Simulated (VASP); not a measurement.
Input of a VASP 6.6.1 run:

File INCAR:

```
PREC = Accurate
ENCUT = 520
EDIFF = 1E-6
ISMEAR = 0
SIGMA = 0.1
LREAL = F
LASPH = T
NELM = 80
ALGO = Normal
ISIF = 2
LWAVE = F
LCHARG = F
GGA = PE
NBANDS = 19
```

File KPOINTS:

```
Automatic mesh
0
Gamma
  6 6 4
```

POSCAR

```
CaH8
1.0
    2.4380749100     -2.6002112700      0.0000000000
    2.4380749100      2.6002112700      0.0000000000
    0.0000000000      0.0000000000      5.9462657400
Ca H
1 8
Direct
    0.5000000000      0.5000000000      0.7916178000
    0.3457023900      0.3457023900      0.4556929400
    0.6542976100      0.6542976100      0.4556929400
    0.9095145100      0.0904854900      0.9132308100
    0.0904854900      0.9095145100      0.9132308100
    0.0000000000      0.5000000000      0.6930722600
    0.5000000000      0.0000000000      0.6930722600
    0.1510874000      0.1510874000      0.9139272600
    0.8489126000      0.8489126000      0.9139272600
```

Potentials or basis: VASP PAW PBE potentials, release 64 (Ca_sv, H).

Run with:

```bash
$ cat potpaw_PBE.64/Ca_sv/POTCAR potpaw_PBE.64/H/POTCAR > POTCAR
$ mpirun -np 1 vasp_std > vasp.out
```

**Question.** What does it give for the band gap on the k mesh?

**Answer.** 0.68 eV (least direct gap 1.45 eV).

**Question.** Estimate the largest force.

**Answer.** 5.881 eV/Å.

**Question.** Predict the pressure.

**Answer.** 22.1 GPa.

Forces in eV/Å, atoms in the order of the input:
```
Ca   0.000  0.000  0.862
H    2.153  0.000 -0.080
H   -2.153  0.000 -0.080
H    0.000  2.046 -0.377
H    0.000 -2.046 -0.377
H    0.000  0.000 -0.720
H    0.000  0.000 -0.720
H    5.833  0.000  0.746
H   -5.833  0.000  0.746
```

Caveat: the stress differs along the axes, from 2 to 39 GPa; forces of over 1 eV/Å act on the atoms, so gaps and moduli don't describe the material at rest. A k mesh can miss the band edges.
